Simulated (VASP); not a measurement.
Here is a VASP 6.6.1 calculation.

The input INCAR:

```
PREC = Accurate ; ENCUT = 600
EDIFF = 1E-6 ; ISMEAR = -1
SIGMA = 0.1 ; LREAL = F
LASPH = T ; NELM = 100
ALGO = Normal ; ISIF = 3
LWAVE = F ; LCHARG = F
GGA = PE ; IBRION = 2
NSW = 32 ; EDIFFG = -0.005
PSTRESS = 4.3
```

KPOINTS

```
regular mesh
0
Gamma
  15 15 15
```

Contents of POSCAR:

```
Li
1.0
   -2.6287585482      2.6287585482      1.4250659178
    2.6287585482     -2.6287585482      1.4250659178
    2.6287585482      2.6287585482     -1.4250659178
Li
2
Direct
   -0.3750000000     -0.1250000000     -0.2500000000
    0.3750000000      0.1250000000      0.2500000000
```

Potentials or basis: VASP PAW PBE potentials, release 64 (Li_sv).

Command:

```console
$ cat potpaw_PBE.64/Li_sv/POTCAR > POTCAR
$ mpirun -np 1 vasp_std > vasp.out
```

Problem. What does it give for the band gap on the k mesh?

Solution. Zero (bands 3 and 4 overlap by 2.92 eV).

Problem. Estimate the relaxed cell.

Solution. a = 3.972 Å, b = 3.972 Å, c = 3.972 Å, α = 97.37°, β = 97.37°, γ = 138.04°.

Problem. What does it give for the relaxed volume?

Solution. 19.56 Å³/atom.

Problem. What does it give for the space group after relaxing (to 0.1 Å)?

Solution. I4_1/amd (No. 141).

Step by step:
```
step  energy change (eV)  largest force (eV/Å)  pressure (GPa)  volume (Å³)
   1              0.0000                0.0000            0.31        39.39
   2              0.0002                0.0000            0.35        39.31
   3              0.0006                0.0000            0.40        39.12
```

Caveat: the cutoff is under 1.25 times the usual one of these potentials, so pressure, stress and relaxed cells hold a basis-set (Pulay) error; the cell is relaxed towards a set pressure, so the run minimises the enthalpy, not the energy.
